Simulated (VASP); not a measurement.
Here is a VASP 6.6.1 calculation.

Contents of INCAR:

```
PREC = Accurate ; ENCUT = 520
EDIFF = 1E-7 ; ISMEAR = -1
SIGMA = 0.05 ; LREAL = F
LASPH = T ; NELM = 100
ALGO = Normal ; ISIF = 2
LWAVE = F ; LCHARG = F
GGA = PE ; NBANDS = 21
```

The input KPOINTS:

```
Automatic mesh
0
Gamma
  14 14 14
```

The input POSCAR:

```
Ru
1.0
    0.0000000000      2.7272270945      2.7272270945
    2.7272270945      0.0000000000      2.7272270945
    2.7272270945      2.7272270945      0.0000000000
Ru
2
Direct
   -0.1250000000     -0.1250000000     -0.1250000000
    0.1250000000      0.1250000000      0.1250000000
```

Potentials or basis: VASP PAW PBE potentials, release 64 (Ru_pv).

Launch:

```bash
$ cat potpaw_PBE.64/Ru_pv/POTCAR > POTCAR
$ mpirun -np 1 vasp_std > vasp.out
```

(1) What does it give for the band gap on the k mesh?

(2) Estimate the pressure.

Results:

(1) zero (band 14 reaches 7.44 eV, above the bottom of band 15 at 6.52 eV).

(2) 0.3 GPa.
